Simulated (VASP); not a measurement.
**SiMo3: single point with PBE**

SiMo3:

```
Si Mo
1.0
    -2.57816    2.57816    2.57816
     2.57816   -2.57816    2.57816
     2.57816    2.57816   -2.57816
Si Mo
1 3
Direct
  0.00000 0.00000 0.00000
  0.00000 0.50000 0.50000
  0.50000 0.00000 0.50000
  0.50000 0.50000 0.00000
```

```
Program                : VASP 6.6.1
Task                   : single point
Functional             : PBE
Potentials or basis    : VASP PAW PBE potentials, release 64 (Si, Mo_sv)
Cutoff                 : 520 eV
k mesh                 : 6 × 6 × 6
Occupations            : gaussian, width 0.1 eV
Spin                   : no spin polarisation
Dipole correction      : no
Further INCAR settings : ALGO = Normal; EDIFF = 1e-06; NBANDS = 31
```

```
Pressure               : 0.3 GPa
Band gap on the k mesh : zero (band 23 reaches 11.16 eV, above the bottom of band 24 at 9.77 eV)
```

Levels at points of the mesh, in eV from the Fermi level:
```tsv
k point	band 20	band 21	band 22	band 23	band 24	band 25
(0.00, 0.00, 0.00)	0.00	0.00	0.00	0.75	0.75	1.43
(0.50, 0.00, 0.00)	-1.25	-0.78	-0.53	-0.42	-0.36	-0.04
(0.50, 0.50, 0.50)	-2.32	-2.32	-2.32	0.38	0.38	0.76
```

Run time: 34 s on 1 thread of Intel(R) Xeon(R) Platinum 8259CL CPU @ 2.50GHz (Skylake/Cascade Lake), with other jobs on the host, peak memory 0.21 GiB.
